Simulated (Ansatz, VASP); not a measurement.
Two plane-wave programs on TiS2

```
Ti S
1.0
     3.49978    0.00000    0.00000
    -1.74989    3.03090    0.00000
     0.00000    0.00000    6.02107
Ti S
1 2
Direct
  0.00000 0.00000 0.00000
  0.66667 0.33333 0.26280
  0.33333 0.66667 0.73720
```

Alike in both runs: task single point; functional PBEsol; k mesh 6 × 6 × 4; occupations gaussian, width 0.1 eV; collinear spin.

|  | VASP | Ansatz |
| --- | --- | --- |
| version | VASP 6.6.1 | Ansatz 0.2.0 |
| potentials or method | VASP PAW PBE potentials, release 64 (Ti_sv, S), cutoff 500 eV | scalar-relativistic, plane waves, PAW |
| valence electrons in the cell | 24 | 24 |

|  | VASP | Ansatz | Ansatz less VASP |
| --- | --- | --- | --- |
| gap on the k mesh at the Fermi level (eV) | none | none | - |
| pressure (GPa) | -14.1 | -14.1 | -0.03 |
| traceless stress, the component that is largest in VASP (GPa) | -2.77 | -2.83 | -0.058 |
| rms of the force components (eV/Å) | 0.963 | 0.969 | +0.0054 |
| net moment per atom (μB) | 0.00 | 0.00 | 0.000 |

VASP's potentials were made for PBE, not for PBEsol. Atom by atom the forces differ by 0.005 eV/Å (rms over components). A gap of «none» marks a metal or a gap that the smearing closes. The functional is the same, so the differences come from potentials, cutoffs and numerics. Ansatz's warnings: seeded moment not kept.
